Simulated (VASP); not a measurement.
Input of a VASP 6.6.1 run:

Contents of INCAR:

```
SYSTEM = MgZnTe3
PREC = Accurate ; ENCUT = 520
EDIFF = 1E-7 ; ISMEAR = 0
SIGMA = 0.1 ; LREAL = .FALSE.
LASPH = .TRUE. ; NELM = 100
ALGO = Normal ; ISIF = 2
LWAVE = .FALSE. ; LCHARG = .FALSE.
GGA = PE ; NBANDS = 24
```

The input KPOINTS:

```
regular mesh
0
G
  4 4 4
  0 0 0
```

Contents of POSCAR:

```
MgZnTe3
1.0
    5.2439201200      0.0000000000      0.0000000000
    0.0000000000      5.2439201200      0.0000000000
    0.0000000000      0.0000000000      5.2439201200
Mg Zn Te
1 1 3
Direct
    0.0000000000      0.0000000000      0.0000000000
    0.5000000000      0.5000000000      0.5000000000
    0.0000000000      0.5000000000      0.5000000000
    0.5000000000      0.5000000000      0.0000000000
    0.5000000000      0.0000000000      0.5000000000
```

Potentials or basis: VASP PAW PBE potentials, release 64 (Mg, Zn, Te).

Run with:

```sh
$ cat potpaw_PBE.64/Mg/POTCAR potpaw_PBE.64/Zn/POTCAR potpaw_PBE.64/Te/POTCAR > POTCAR
$ mpirun -np 1 vasp_std > vasp.out
```

(1) What does it give for the pressure?

(2) Estimate the band gap on the k mesh.

Answers

(1) 2.3 GPa.

(2) zero (bands 16 and 17 overlap by 1.40 eV).

Caveat: spin-orbit coupling is left out, which moves the levels of the heavy elements.
